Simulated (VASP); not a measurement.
Runs of VASP 6.6.1 on CuGe. The structure is that of space group P4/mmm (No. 123), or close to it. The cells are those of the table. 

```csv
task,cell,k mesh,cutoff (eV),gap on the mesh (eV),pressure (GPa),relaxed volume (Å³/atom)
single point,"a = 2.893, b = 2.893, c = 3.618 Å, 2 atoms",6 × 6 × 4,520,none,-0.1,-
relaxation of cell and atoms,"relaxed from a = 2.899, b = 2.899, c = 3.800 Å, 2 atoms",6 × 6 × 4,600,none,0.1,15.15
single point,"a = 2.815, b = 2.815, c = 3.805 Å, 2 atoms",6 × 6 × 6,520,none,0.0,-
relaxation of cell and atoms,"relaxed from a = 2.893, b = 2.893, c = 3.618 Å, 2 atoms",6 × 6 × 6,600,none,-0.1,15.11
single point,"a = 2.899, b = 2.899, c = 3.800 Å, 2 atoms",6 × 6 × 6,520,none,(a),-
```

Alike in all rows: level PBE; potentials or basis VASP PAW PBE potentials, release 64 (Cu, Ge_d); no spin polarisation; smearing gaussian 0.1 eV.

Estimate the missing entries.

(a) -4.6.

Caveats: all runs use coarse meshes.

A k mesh can miss the band edges, and the runs leave out spin-orbit coupling on Ge.

A gap of «none» marks levels without a gap at the run's occupations.
